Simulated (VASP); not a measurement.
Li, 1 atom in the cell. It takes space group Immm (No. 71, orthorhombic). Conventional cell: a = 3.175 Å, b = 3.224 Å, c = 3.949 Å, α = 90.00°, β = 90.00°, γ = 90.00°. Within 4.0 Å of Li (site symmetry mmm) lie 14 Li at 3.00 to 3.95 Å. 

```yaml
Program: VASP 6.6.1
Task: single point
Functional: PBE
Potentials_or_basis: VASP PAW PBE potentials, release 64 (Li_sv)
Cutoff: 520 eV
k_mesh: 8 × 8 × 8
Occupations: gaussian, width 0.1 eV
Spin: no spin polarisation
Dipole_correction: no
Further_INCAR_settings: ALGO = Normal; EDIFF = 1e-07; NBANDS = 8
```

Potentials or basis: VASP PAW PBE potentials, release 64 (Li_sv).

Command:

```console
$ cat potpaw_PBE.64/Li_sv/POTCAR > POTCAR
$ mpirun -np 1 vasp_std > vasp.out
```

Hardware: 1 thread of AMD EPYC 7R13, on a shared host.

Q: Estimate the wall time of this run.

A: It took 11 s on 1 thread of AMD EPYC 7R13, on a shared host, peak memory 0.13 GiB. Counts: scf iterations 11, k points 95.
